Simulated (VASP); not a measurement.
Wanted: the native input for a VASP 6.6.1 run.

- Task: relaxation of shape and atoms at fixed volume
- Functional: PBEsol
- Potentials or basis: VASP PAW PBE potentials, release 64 (Nb_sv)
- Cutoff: 600 eV
- k mesh: 17 × 17 × 9
- Occupations: fermi-dirac, width 0.05 eV
- Spin: no spin polarisation
- Dipole correction: no
- Further INCAR settings: ALGO = Normal; EDIFF = 1e-06; IBRION = 2; EDIFFG = -0.005; NSW = 50; ISIF = 4

The structure of Nb lies in POSCAR:

```
Nb
1.0
    2.1713808544      0.0000000000      0.0000000000
   -1.0856904272      1.8804709812      0.0000000000
    0.0000000000      0.0000000000      3.9730951654
Nb
2
Direct
    0.3333333333      0.6666666667      0.2500000000
    0.6666666667      0.3333333333      0.7500000000
```

These files were run (other wordings do the same):

INCAR

```
PREC = Accurate ; ENCUT = 600
EDIFF = 1E-6 ; ISMEAR = -1
SIGMA = 0.05 ; LREAL = F
LASPH = T ; NELM = 80
ALGO = Normal ; ISIF = 4
LWAVE = F ; LCHARG = F
GGA = PS ; IBRION = 2
NSW = 50 ; EDIFFG = -0.005
```

KPOINTS

```
Automatic mesh
0
Gamma
  17 17 9
```

Potentials or basis: VASP PAW PBE potentials, release 64 (Nb_sv).

Run with:

```bash
$ cat potpaw_PBE.64/Nb_sv/POTCAR > POTCAR
$ mpirun -np 1 vasp_std > vasp.out
```

Results of the run:

| Property | Result |
| --- | --- |
| Energy gained by relaxing | 167.6 meV/atom |
| Ionic steps | 6 |
| Pressure after relaxing | 579.6 GPa |
| Band gap on the k mesh | zero (band 13 reaches 29.24 eV, above the bottom of band 14 at 25.43 eV) |

Caveat: the PAW data sets were made with another functional, which shifts forces and pressure a little.

It took 2.4 min on 1 thread of Intel(R) Xeon(R) Platinum 8488C (Sapphire Rapids), with other jobs on the host, peak memory 0.17 GiB.
